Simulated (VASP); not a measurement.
**TlCl: single point with PBE+D3(BJ)**

TlCl:

```xyz
2
Lattice="3.9178 0.0000 0.0000 0.0000 3.9178 0.0000 0.0000 0.0000 3.9178" Properties=species:S:1:pos:R:3 pbc="T T T"
Tl    0.0000    0.0000    0.0000
Cl    1.9589    1.9589    1.9589
```

```json
{
 "Program": "VASP 6.6.1",
 "Task": "single point",
 "Functional": "PBE",
 "Dispersion": "D3(BJ)",
 "Potentials or basis": "VASP PAW PBE potentials, release 64 (Tl_d, Cl)",
 "Cutoff": "500 eV",
 "k mesh": "6 × 6 × 6",
 "Occupations": "fermi-dirac, width 0.02 eV",
 "Spin": "no spin polarisation"
}
```

```json
{
  "Pressure": "-0.1 GPa",
  "Band gap on the k mesh": "2.23 eV",
  "Dispersion energy per atom": "-0.268 eV"
}
```

Levels at points of the mesh, in eV from the valence-band top:
```csv
k point,band 6,band 7,band 8,band 9,band 10,band 11,band 12,band 13,band 14,band 15
"(0.00, 0.00, 0.00)",-9.61,-4.41,-1.24,-1.24,-1.24,7.58,7.58,7.58,7.99,7.99
"(0.50, 0.00, 0.00)",-9.61,-5.07,-0.86,-0.86,0.00,2.23,6.55,6.55,9.02,11.39
"(0.50, 0.50, 0.00)",-9.56,-3.28,-2.55,-2.55,-0.81,4.83,4.83,8.20,8.46,11.34
"(0.50, 0.50, 0.50)",-9.56,-2.23,-1.70,-1.70,-1.70,2.77,2.77,2.77,12.51,12.51
```

Run time: 27 s on 1 thread of Intel Xeon 8259CL (shared host), peak memory 0.18 GiB.

Caveat: spin-orbit coupling is left out, which moves the levels of the heavy elements. A k mesh can miss the band edges.
